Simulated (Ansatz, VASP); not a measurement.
# One calculation of Si2Mo, two programs

```
CELL_PARAMETERS angstrom
-1.60000 1.60000 3.93050
1.60000 -1.60000 3.93050
1.60000 1.60000 -3.93050
ATOMIC_POSITIONS crystal
Mo 0.00000 0.00000 0.00000
Si 0.66700 0.66700 0.00000
Si 0.33300 0.33300 0.00000
```

Alike in both runs: functional LDA; k mesh 12 × 12 × 12; occupations fermi-dirac, width 0.05 eV; no spin polarisation.

|  | VASP | Ansatz |
| --- | --- | --- |
| version | VASP 6.6.1 | Ansatz 0.2.0 |
| potentials or method | VASP PAW LDA potentials, release 64 (Mo_sv, Si) | Ansatz PAW |
| plane-wave cutoff (eV) | 520 | 420 |
| valence electrons in the cell | 22 | 22 |
| task | single point | band structure |

|  | VASP | Ansatz | Ansatz less VASP |
| --- | --- | --- | --- |
| gap on the k mesh at the Fermi level (eV) | none | none | - |
| pressure (GPa) | -5.5 | -6.1 | -0.59 |
| traceless stress, the component that is largest in VASP (GPa) | -1.22 | -1.27 | -0.051 |
| rms of the force components (eV/Å) | 0.172 | 0.177 | +0.0050 |

LDA's correlation is that of Perdew and Zunger in VASP and of Perdew and Wang (1992) in Ansatz. Atom by atom the forces differ by 0.005 eV/Å (rms over components). A gap of «none» marks a metal or a gap that the smearing closes.
